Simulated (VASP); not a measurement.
The system is PbO2.

```
CELL_PARAMETERS angstrom
4.98273 0.00000 0.00000
0.00000 4.98273 0.00000
0.00000 0.00000 3.40805
ATOMIC_POSITIONS crystal
Pb 0.00000 0.00000 0.00000
Pb 0.50000 0.50000 0.50000
O 0.30722 0.30722 0.00000
O 0.19278 0.80722 0.50000
O 0.69278 0.69278 0.00000
O 0.80722 0.19278 0.50000
```

Base run:

| Quantity | Value |
| --- | --- |
| Program | VASP 6.6.1 |
| Functional | LDA |
| Potentials or basis | VASP PAW LDA potentials, release 64 (Pb_d, O) |
| Cutoff | 520 eV |
| k mesh | 6 × 6 × 8 |
| Occupations | fermi-dirac, width 0.02 eV |
| Spin | no spin polarisation |

Its results: band gap on the k mesh 0.07 eV (least direct gap 0.11 eV); pressure -3.0 GPa; largest force 0.055 eV/Å.

Task: The run is repeated on the same cell with these changes: functional from LDA to PBE; potentials or basis from VASP PAW LDA potentials, release 64 (Pb_d, O) to VASP PAW PBE potentials, release 64 (Pb_d, O). What comes out?

Result: Band gap on the k mesh 0.10 eV (least direct gap 0.13 eV); pressure 6.6 GPa; largest force 0.032 eV/Å.

Caveats: spin-orbit coupling is left out, which moves the levels of the heavy elements; the cell stands under tension (at least some runs); the cell stands under pressure (at least some runs).

A k mesh can miss the band edges.
